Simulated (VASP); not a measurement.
# Si4BW (F-43m) in VASP: notebook, part 2 of 2

VASP 6.6.1. The steps go on from the part before.

## 4. Relaxation of cell and atoms, PBE

This run uses another cell than the first one, of 13.10 Å³/atom.

Contents of INCAR:

```
SYSTEM = Si4BW
PREC = Accurate ; ENCUT = 600
EDIFF = 1E-6 ; ISMEAR = 0
SIGMA = 0.1 ; LREAL = .FALSE.
LASPH = .TRUE. ; NELM = 100
ALGO = Normal ; ISIF = 3
LWAVE = .FALSE. ; LCHARG = .FALSE.
GGA = PE ; IBRION = 2
NSW = 100 ; EDIFFG = -0.01
```

Contents of KPOINTS:

```
Automatic mesh
0
G
  10 10 10
  0 0 0
```

Contents of POSCAR:

```
Si4BW
1.0
    0.0000000000      3.3998873317      3.3998873317
    3.3998873317      0.0000000000      3.3998873317
    3.3998873317      3.3998873317      0.0000000000
Si B W
4 1 1
Direct
    0.6268312645      0.1243895785      0.1243895785
    0.1243895785      0.1243895785      0.1243895785
    0.1243895785      0.6268312645      0.1243895785
    0.1243895785      0.1243895785      0.6268312645
    0.7500000000      0.7500000000      0.7500000000
    0.5000000000      0.5000000000      0.5000000000
```

Potentials or basis: VASP PAW PBE potentials, release 64 (Si, B, W_sv).

Started as:

```
$ cat potpaw_PBE.64/Si/POTCAR potpaw_PBE.64/B/POTCAR potpaw_PBE.64/W_sv/POTCAR > POTCAR
$ mpirun -np 1 vasp_std > vasp.out
```

OUTCAR:

```text
SYSTEM = Si4BW
   PREC = Accurate
   ENCUT = 600
   EDIFF = 1E-6
   ISMEAR = 0
   LREAL = .FALSE.
   LASPH = .TRUE.
   NELM = 100
   ISIF = 3
   GGA = PE
   IBRION = 2
   NSW = 100
   EDIFFG = -0.01

 ion  position               nearest neighbor table
   1  0.627  0.124  0.124-   2 2.39   3 2.39   4 2.39   3 2.42   4 2.42   2 2.42   6 2.82   6 2.82
                             6 2.82
   2  0.124  0.124  0.124-   1 2.39   3 2.39   4 2.39   1 2.42   3 2.42   4 2.42   6 2.82   6 2.82
                             6 2.82
   3  0.124  0.627  0.124-   1 2.39   2 2.39   4 2.39   1 2.42   4 2.42   2 2.42   6 2.82   6 2.82
                             6 2.82
   4  0.124  0.124  0.627-   1 2.39   2 2.39   3 2.39   3 2.42   1 2.42   2 2.42   6 2.82   6 2.82
                             6 2.82
   5  0.750  0.750  0.750-
   6  0.500  0.500  0.500-   2 2.82   3 2.82   4 2.82   1 2.82   2 2.82   4 2.82   1 2.82   2 2.82
                             3 2.82   1 2.82   3 2.82   4 2.82

  LATTYP: Found a face centered cubic cell.
 ALAT       =     6.7997746634

  Lattice vectors:

 A1 = (   0.0000000000,   3.3998873317,   3.3998873317)
 A2 = (   3.3998873317,   0.0000000000,   3.3998873317)
 A3 = (   3.3998873317,   3.3998873317,   0.0000000000)

Analysis of symmetry for initial positions (statically):
=====================================================================
 Subroutine PRICEL returns:
 Original cell was already a primitive cell.

 Routine SETGRP: Setting up the symmetry group for a
 face centered cubic supercell.

 Subroutine GETGRP returns: Found 24 space group operations
 (whereof 24 operations were pure point group operations)
 out of a pool of 48 trial point group operations.

The static configuration has the point symmetry T_d .

Analysis of symmetry for dynamics (positions and initial velocities):
=====================================================================
 Subroutine PRICEL returns:
 Original cell was already a primitive cell.

 Routine SETGRP: Setting up the symmetry group for a
 face centered cubic supercell.

 Subroutine GETGRP returns: Found 24 space group operations
 (whereof 24 operations were pure point group operations)
 out of a pool of 48 trial point group operations.

The dynamic configuration has the point symmetry T_d .

 Subroutine INISYM returns: Found 24 space group operations
 (whereof 24 operations are pure point group operations),
 and found     1 'primitive' translations

----------------------------------------------------------------------------------------

                                     Primitive cell

  volume of cell :      78.6002

  direct lattice vectors                    reciprocal lattice vectors
     0.000000000  3.399887332  3.399887332    -0.147063697  0.147063697  0.147063697
     3.399887332  0.000000000  3.399887332     0.147063697 -0.147063697  0.147063697
     3.399887332  3.399887332  0.000000000     0.147063697  0.147063697 -0.147063697

  length of vectors
     4.808166775  4.808166775  4.808166775     0.254721795  0.254721795  0.254721795

  position of ions in fractional coordinates (direct lattice)
     0.626831264  0.124389579  0.124389579
     0.124389579  0.124389579  0.124389579
     0.124389579  0.626831264  0.124389579
     0.124389579  0.124389579  0.626831264
     0.750000000  0.750000000  0.750000000
     0.500000000  0.500000000  0.500000000

  ion indices of the primitive-cell ions
[... 62 lines left out ...]
   number of dos      NEDOS =    301   number of ions     NIONS =      6
   total plane-waves  NPLWV =  64000
   dimension x,y,z NGX =    40 NGY =   40 NGZ =   40
   dimension x,y,z NGXF=    80 NGYF=   80 NGZF=   80
   ions per type =               4   1   1
   NGX,Y,Z   is equivalent  to a cutoff of  13.83, 13.83, 13.83 a.u.
   NGXF,Y,Z  is equivalent  to a cutoff of  27.66, 27.66, 27.66 a.u.
 SYSTEM =  Si4BW
   PREC   = accura    normal or accurate (medium, high low for compatibility)
   ISTART =      0    job   : 0-new  1-cont  2-samecut
   ICHARG =      2    charge: 1-file 2-atom 10-const
   ISPIN  =      1    spin polarized calculation?
   LNONCOLLINEAR =      F non collinear calculations
   LSORBIT =      F    spin-orbit coupling
   LASPH  =      T    aspherical Exc in radial PAW
   ENCUT  =  600.0 eV  44.10 Ry    6.64 a.u.   9.60  9.60  9.60*2*pi/ulx,y,z
   NELM   =    100;   NELMIN=  2; NELMDL= -5     # of ELM steps
   EDIFF  = 0.1E-05   stopping-criterion for ELM
   LREAL  =      F    real-space projection
   EDIFFG = -.1E-01   stopping-criterion for IOM
   NSW    =    100    number of steps for IOM
   IBRION =      2    ionic relax: 0-MD 1-quasi-New 2-CG
   NFREE  =      1    steps in history (QN), initial steepest desc. (CG)
   ISIF   =      3    stress and relaxation
   ISYM   =      2    0-nonsym 1-usesym 2-fastsym
   POTIM  = 0.5000    time-step for ionic-motion
   TEBEG  =    0.0;   TEEND  =   0.0 temperature during run
   PSTRESS=    0.0 pullay stress
   NELECT =      33.0000    total number of electrons
   NUPDOWN=      -1.0000    fix difference up-down
   EMIN   =  10.00;   EMAX   =-10.00  energy-range for DOS
   EFERMI =   0.00;   METHOD = LEGACY
   ISMEAR =     0;   SIGMA  =   0.10  broadening in eV -4-tet -1-fermi 0-gaus
   EFERMI_NEDOS =   21; number of points for ismear=-14 and -15
   IALGO  =     38    algorithm
   IMIX   =      4    mixing-type and parameters
     AMIX     =   0.40;   BMIX     =  1.00
     AMIX_MAG =   1.60;   BMIX_MAG =  1.00
  volume/ion in A,a.u.               =      13.10        88.40
  Fermi-wavevector in a.u.,A,eV,Ry     =   1.225853  2.316526 20.445677  1.502715
  Thomas-Fermi vector in A             =   2.360875
   LORBIT       =      0    0 simple, 1 ext, 2 COOP (PROOUT), +10 PAW based schemes
   GGA     = PE    functional components
   LHFCALC =     F    Hartree Fock is set to
   AEXX    =    0.0000 exact exchange contribution
   IVDW    =     0    specifies the selected vdW correction
   LEPSILON=     F    determine dielectric tensor
   LRPA    =     F    only Hartree local field effects (RPA)
 conjugate gradient relaxation of ions
 non-spin polarized calculation
 Gauss-broadening in eV      SIGMA  =   0.10
  energy-cutoff  :      600.00
  volume of cell :       78.60
 maximum number of plane-waves:      2685
 NGX is ok and might be reduce to    40
   NGX = 19   NGY = 19   NGZ = 19

--------------------------------------- Ionic step        1  -------------------------------------------

 number of electron      33.0000000 magnetization

 Free energy of the ion-electron system (eV)
  ---------------------------------------------------
  ext. energy  EPLUGINS =         0.00000000
  ---------------------------------------------------
  free energy    TOTEN  =       -35.85985267 eV

  energy without entropy =      -35.84814871  energy(sigma->0) =      -35.85400069

------------------------ aborting loop because EDIFF is reached ----------------------------------------

  FORCE on cell =-STRESS in cart. coord.  units (eV):
  Direction    XX          YY          ZZ          XY          YZ          ZX
  --------------------------------------------------------------------------------------
  -------------------------------------------------------------------------------------
  Total       -0.1198571     -0.1198571     -0.1198571      0.0000000     -0.0000000      0.0000000
  in kB       -2.4431536     -2.4431536     -2.4431536      0.0000000     -0.0000000      0.0000000
  external PRESSURE =      -2.4431536 kB  Pullay stress =       0.0000000 kB
[... 67 lines left out ...]
--------------------------------------- Ionic step        3  -------------------------------------------

 number of electron      33.0000000 magnetization

 Free energy of the ion-electron system (eV)
  ---------------------------------------------------
  ext. energy  EPLUGINS =         0.00000000
  ---------------------------------------------------
  free energy    TOTEN  =       -35.86001410 eV

  energy without entropy =      -35.84831546  energy(sigma->0) =      -35.85416478

 E-fermi :  10.7916     XC(G=0): -11.8711

 val. band max:       10.7794729778   @ k =   0.4000   0.1000   0.0000
 cond. band min:      10.8249322761   @ k =  -0.2000   0.3000   0.1000
 fundamental gap:      0.0454592982
 Fermi energy:        10.7916102421

 k-point     1 :       0.0000    0.0000    0.0000
  band No.  band energies     occupation
      1     -64.0098      2.00000
      2     -28.1859      2.00000
      3     -28.1859      2.00000
      4     -28.1859      2.00000
      5      -4.3454      2.00000
      6       2.3765      2.00000
[... 541 lines left out ...]
     19      12.1075      0.00000
     20      12.7109      0.00000

 [... further k-points ...]

------------------------ aborting loop because EDIFF is reached ----------------------------------------

  FORCE on cell =-STRESS in cart. coord.  units (eV):
  Direction    XX          YY          ZZ          XY          YZ          ZX
  --------------------------------------------------------------------------------------
  -------------------------------------------------------------------------------------
  Total       -0.0103816     -0.0103816     -0.0103816      0.0000000      0.0000000     -0.0000000
  in kB       -0.2119719     -0.2119719     -0.2119719      0.0000000      0.0000000     -0.0000000
  external PRESSURE =      -0.2119719 kB  Pullay stress =       0.0000000 kB
[... 21 lines left out ...]
  FREE ENERGIE OF THE ION-ELECTRON SYSTEM (eV)
  ---------------------------------------------------
  free  energy   TOTEN  =       -35.8600141048 eV

  energy  without entropy=      -35.8483154563  energy(sigma->0) =      -35.85416478

 reached required accuracy - stopping structural energy minimisation
```

It took 3.4 min on 1 thread of Intel Xeon Platinum 8488C (Sapphire Rapids), shared host; peak memory 0.3 GiB.

Results:

```
Free energy                           : -35.8600 eV
Relaxed volume                        : 13.08 Å³/atom
Relaxed cell                          : a = 4.805 Å, b = 4.805 Å, c = 4.805 Å, α = 60.00°, β = 60.00°, γ = 60.00°
Space group after relaxing (to 0.1 Å) : F-43m (No. 216)
Energy gained by relaxing             : 0.0 meV/atom
Ionic steps                           : 3
Pressure after relaxing               : 0.0 GPa
Largest force after relaxing          : 0.004 eV/Å
Band gap on the k mesh                : zero (an odd number of electrons rules out a gap without spin polarisation)
```

Forces in eV/Å, atoms in the order of the input:
```
Si   0.002 -0.002 -0.002
Si   0.002  0.002  0.002
Si  -0.002  0.002 -0.002
Si  -0.002 -0.002  0.002
B    0.000  0.000  0.000
W    0.000  0.000  0.000
```

The path:
```
step  energy change (eV)  largest force (eV/Å)  pressure (GPa)  volume (Å³)
   1              0.0000                0.0325           -0.24        78.60
   2             -0.0001                0.0311            0.19        78.37
   3             -0.0002                0.0040           -0.02        78.47
```

Final structure:
```
Si B W
1.0
     0.00000    3.39799    3.39799
     3.39799    0.00000    3.39799
     3.39799    3.39799    0.00000
Si B W
4 1 1
Direct
  0.62706 0.12431 0.12431
  0.12431 0.12431 0.12431
  0.12431 0.62706 0.12431
  0.12431 0.12431 0.62706
  0.75000 0.75000 0.75000
  0.50000 0.50000 0.50000
```

Levels at points of the mesh, in eV from the Fermi level:
```
           k point  band 13  band 14  band 15  band 16  band 17  band 18  band 19  band 20
(0.00, 0.00, 0.00)    -5.26    -4.54    -4.54    -0.68    -0.68    -0.68     1.60     2.11
(0.50, 0.00, 0.00)    -2.90    -2.90    -1.20     0.13     0.61     0.61     0.90     0.90
(0.50, 0.50, 0.00)    -2.52    -2.15    -1.40     0.34     0.40     0.67     0.67     1.81
```

Caveat: spin-orbit coupling is left out, which moves the levels of the heavy elements.

## 5. Summary

```csv
task,cell,k mesh,cutoff (eV),gap on the mesh (eV),pressure (GPa),relaxed volume (Å³/atom),largest force (eV/Å)
relaxation of cell and atoms,"relaxed from a = 4.870 Å, angles 60.0°, 6 atoms, atomic positions A",4 × 4 × 4,600,none,-0.1,13.11,0.03
single point,"a = 4.807 Å, angles 60.0°, 6 atoms, atomic positions B",10 × 10 × 10,520,none,-0.1,-,0.02
relaxation of cell and atoms,"relaxed from a = 4.808 Å, angles 60.0°, 6 atoms, atomic positions B",10 × 10 × 10,600,none,0.0,13.08,-
```

Alike in all rows: level PBE; potentials or basis VASP PAW PBE potentials, release 64 (Si, B, W_sv); no spin polarisation; smearing gaussian 0.1 eV.

Caveats: some runs use coarse meshes; spin-orbit coupling is left out, which moves the levels of the heavy elements.

Total energies depend on the potentials used, so only differences within one code and one set of settings carry meaning.
